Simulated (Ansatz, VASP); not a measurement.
# SiC in VASP and in Ansatz

INCAR

```
SYSTEM = SiC
PREC     = Accurate       ! precision mode
ENCUT    = 520            ! plane-wave cutoff, eV
EDIFF    = 1E-6           ! SCF threshold, eV
ISMEAR   = -1             ! smearing method
SIGMA    = 0.05           ! smearing width, eV
LREAL    = .FALSE.        ! projectors in reciprocal space
LASPH    = .TRUE.         ! aspherical terms in the spheres
NELM     = 80             ! most SCF steps
ALGO     = Normal         ! electronic algorithm
ISIF     = 2              ! what is computed and relaxed
LWAVE    = .FALSE.        ! write WAVECAR
LCHARG   = .TRUE.         ! write CHGCAR
GGA      = RE             ! functional
IVDW     = 12             ! dispersion correction
LELF     = .TRUE.         ! ELF
LVHAR    = .TRUE.       
NBANDS   = 26             ! bands
```

KPOINTS

```
regular mesh
0
G
  10 10 3
  0 0 0
```

POSCAR

```
SiC
1.0
    3.0129072637      0.0000000000      0.0000000000
   -1.5064536318      2.6092542296      0.0000000000
    0.0000000000      0.0000000000      9.8650653976
Si C
4 4
Direct
    0.0000000000      0.0000000000      0.1878943800
    0.0000000000      0.0000000000      0.6878943800
    0.3333333333      0.6666666667      0.4378419800
    0.6666666667      0.3333333333      0.9378419800
    0.0000000000      0.0000000000      0.0004600500
    0.0000000000      0.0000000000      0.5004600500
    0.3333333333      0.6666666667      0.2498025900
    0.6666666667      0.3333333333      0.7498025900
```

input.yaml

```yaml
crystal:
  lattice:
    - [3.0129072637, 0.0, 0.0]
    - [-1.5064536318, 2.6092542296, 0.0]
    - [0.0, 0.0, 9.8650653976]
  atoms:
    - { symbol: Si, position: [0.0, 0.0, 0.18789438] }
    - { symbol: Si, position: [0.0, 0.0, 0.68789438] }
    - { symbol: Si, position: [0.3333333333, 0.6666666667, 0.43784198] }
    - { symbol: Si, position: [0.6666666667, 0.3333333333, 0.93784198] }
    - { symbol: C, position: [0.0, 0.0, 0.00046005] }
    - { symbol: C, position: [0.0, 0.0, 0.50046005] }
    - { symbol: C, position: [0.3333333333, 0.6666666667, 0.24980259] }
    - { symbol: C, position: [0.6666666667, 0.3333333333, 0.74980259] }
hamiltonian:
  xc: revpbe
  pseudopotentials: { kind: paw }
  dispersion: d3bj
kpoints:
  mp_grid: { grid: [10, 10, 3] }
scf:
  occupations: { method: fermi_dirac, width: 0.05 }
output:
  forces: true
  stress: true
  eigenvalues: true
```

Alike in both runs: task single point; functional revPBE; dispersion D3(BJ); k mesh 10 × 10 × 3; occupations fermi-dirac, width 0.05 eV; no spin polarisation.

```csv
,VASP,Ansatz
version,VASP 6.6.1,Ansatz 0.2.0
potentials or method,"VASP PAW PBE potentials, release 64 (Si, C)",Ansatz PAW
plane-wave cutoff (eV),520,420
valence electrons in the cell,32,32
```

```tsv
	VASP	Ansatz	Ansatz less VASP
gap on the k mesh at the Fermi level (eV)	2.24	2.24	+0.005
least direct gap on the mesh (eV)	3.37	3.38	+0.013
pressure (GPa)	11.3	11.8	+0.51
traceless stress, the component that is largest in VASP (GPa)	-0.23	-0.23	0.000
rms of the force components (eV/Å)	0.011	0.012	+0.0005
```

VASP's potentials were made for PBE, not for revPBE. Atom by atom the forces differ by 0.000 eV/Å (rms over components).

Noted on Ansatz's run: odd divisions of the mesh miss points on the zone boundary, where band edges often lie, so the gap on the mesh can be too wide.
